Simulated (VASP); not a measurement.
Input of a VASP 6.6.1 run:

INCAR

```
SYSTEM = Si53C
ALGO = Normal ; EDIFF = 1E-6
ENCUT = 520 ; GGA = PE
ISIF = 2 ; ISMEAR = 0
LASPH = .TRUE. ; LCHARG = .FALSE.
LREAL = Auto ; LWAVE = .FALSE.
NBANDS = 141 ; NELM = 60
PREC = Accurate ; SIGMA = 0.01
```

Contents of KPOINTS:

```
k-points
0
G
  2 2 2
  0 0 0
```

Contents of POSCAR:

```
Si53C
1.0
   -8.2045149714      8.2045149714      0.0000000000
   -8.2045149714      0.0000000000      8.2045149714
    0.0000000000      8.2045149714      8.2045149714
C Si
1 53
Direct
    0.7500000000      0.7500000000      0.7500000000
    0.0778877078      0.7497140123      0.7497140123
    0.7497140123      0.0778877078      0.7497140123
    0.7497140123      0.7497140123      0.0778877078
    0.4226842676      0.7497140123      0.7497140123
    0.0832669862      0.0832669862      0.7501990414
    0.0832669862      0.7501990414      0.0832669862
    0.7497140123      0.4226842676      0.7497140123
    0.7501990414      0.0832669862      0.0832669862
    0.7497140123      0.7497140123      0.4226842676
    0.4226842676      0.0778877078      0.7497140123
    0.4226842676      0.7497140123      0.0778877078
    0.0778877078      0.4226842676      0.7497140123
    0.0832669862      0.0832669862      0.0832669862
    0.0778877078      0.7497140123      0.4226842676
    0.7497140123      0.4226842676      0.0778877078
    0.7497140123      0.0778877078      0.4226842676
    0.4167424789      0.4167424789      0.7497725632
    0.4169360626      0.0830639374      0.0830639374
    0.4167424789      0.7497725632      0.4167424789
    0.0830639374      0.4169360626      0.0830639374
    0.0830639374      0.0830639374      0.4169360626
    0.7497725632      0.4167424789      0.4167424789
    0.4169360626      0.4169360626      0.0830639374
    0.4169360626      0.0830639374      0.4169360626
    0.0830639374      0.4169360626      0.4169360626
    0.4167424789      0.4167424789      0.4167424789
    0.8224070444      0.8224070444      0.5327788668
    0.1669319892      0.8327459990      0.5001610059
    0.8327459990      0.1669319892      0.5001610059
    0.8224070444      0.8224070444      0.8224070444
    0.5001610059      0.8327459990      0.5001610059
    0.1666813383      0.1666813383      0.4999559850
    0.1666297802      0.8333702198      0.8333702198
    0.8327459990      0.5001610059      0.5001610059
    0.8333702198      0.1666297802      0.8333702198
    0.8333702198      0.8333702198      0.1666297802
    0.5001610059      0.1669319892      0.5001610059
    0.5327788668      0.8224070444      0.8224070444
    0.1669319892      0.5001610059      0.5001610059
    0.1666297802      0.1666297802      0.8333702198
    0.1666297802      0.8333702198      0.1666297802
    0.8224070444      0.5327788668      0.8224070444
    0.8333702198      0.1666297802      0.1666297802
    0.5000000000      0.5000000000      0.5000000000
    0.5001610059      0.1669319892      0.8327459990
    0.5001610059      0.8327459990      0.1669319892
    0.1669319892      0.5001610059      0.8327459990
    0.1666813383      0.1666813383      0.1666813383
    0.8327459990      0.5001610059      0.1669319892
    0.5001610059      0.5001610059      0.8327459990
    0.4999559850      0.1666813383      0.1666813383
    0.1666813383      0.4999559850      0.1666813383
    0.5001610059      0.5001610059      0.1669319892
```

Potentials or basis: VASP PAW PBE potentials, release 64 (C, Si).

Command:

```console
$ cat potpaw_PBE.64/C/POTCAR potpaw_PBE.64/Si/POTCAR > POTCAR
$ mpirun -np 1 vasp_std > vasp.out
```

**Question.** Predict the band gap on the k mesh.

**Answer.** 0.33 eV.

**Question.** Estimate the pressure.

**Answer.** -1.9 GPa.

Forces in eV/Å, atoms in the order of the input:
```
C    0.000  0.000  0.000
Si  -0.002  0.002  0.000
Si  -0.002  0.000  0.002
Si   0.000  0.002  0.002
Si   0.002 -0.002  0.000
Si   0.003  0.003  0.003
Si  -0.003 -0.003  0.003
Si   0.002  0.000 -0.002
Si  -0.003  0.003 -0.003
Si   0.000 -0.002 -0.002
Si   0.000 -0.002  0.002
Si   0.002  0.000  0.002
Si   0.000  0.002 -0.002
Si   0.003 -0.003 -0.003
Si  -0.002  0.000 -0.002
Si   0.002  0.002  0.000
Si  -0.002 -0.002  0.000
Si  -0.004 -0.004 -0.004
Si   0.000  0.000 -0.004
Si   0.004  0.004 -0.004
Si   0.000 -0.004  0.000
Si   0.004  0.000  0.000
Si   0.004 -0.004  0.004
Si  -0.004  0.000  0.000
Si   0.000  0.004  0.000
Si   0.000  0.000  0.004
Si  -0.004  0.004  0.004
Si  -0.003 -0.003 -0.003
Si  -0.001 -0.001  0.001
Si  -0.001  0.001 -0.001
Si  -0.003  0.003  0.003
Si  -0.001 -0.001  0.001
Si   0.000  0.000  0.000
Si   0.000  0.000 -0.001
Si  -0.001  0.001 -0.001
Si   0.000 -0.001  0.000
Si   0.001  0.000  0.000
Si   0.001 -0.001 -0.001
Si   0.003 -0.003  0.003
Si   0.001 -0.001 -0.001
Si  -0.001  0.000  0.000
Si   0.000  0.001  0.000
Si   0.003  0.003 -0.003
Si   0.000  0.000  0.001
Si   0.000  0.000  0.000
Si   0.001  0.001  0.001
Si  -0.001 -0.001  0.001
Si   0.001  0.001  0.001
Si   0.000  0.000  0.000
Si  -0.001  0.001 -0.001
Si   0.001  0.001  0.001
Si   0.000  0.000  0.000
Si   0.000  0.000  0.000
Si   0.001 -0.001 -0.001
```

Caveat: semilocal functionals underestimate gaps, and a narrow one can read as zero.
